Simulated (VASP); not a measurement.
Here is a VASP 6.6.1 calculation.

The input INCAR:

```
PREC = Accurate
ENCUT = 520
EDIFF = 1E-6
ISMEAR = 0
SIGMA = 0.15
LREAL = False
LASPH = True
NELM = 80
ALGO = Normal
ISIF = 2
LWAVE = False
LCHARG = False
GGA = PE
NBANDS = 7
```

The input KPOINTS:

```
Automatic mesh
0
Gamma
  18 18 18
```

Contents of POSCAR:

```
Mg
1.0
   -1.7499000000      1.7499000000      1.5685000000
    1.7499000000     -1.7499000000      1.5685000000
    1.7499000000      1.7499000000     -1.5685000000
Mg
1
Direct
    0.0000000000      0.0000000000      0.0000000000
```

Potentials or basis: VASP PAW PBE potentials, release 64 (Mg).

Launch:

```console
$ cat potpaw_PBE.64/Mg/POTCAR > POTCAR
$ mpirun -np 1 vasp_std > vasp.out
```

(1) What does it give for the pressure?

(2) Estimate the band gap on the k mesh.

Answers

(1) 9.0 GPa.

(2) zero (bands 1 and 2 overlap by 4.88 eV).

Caveat: the cell stands under pressure.
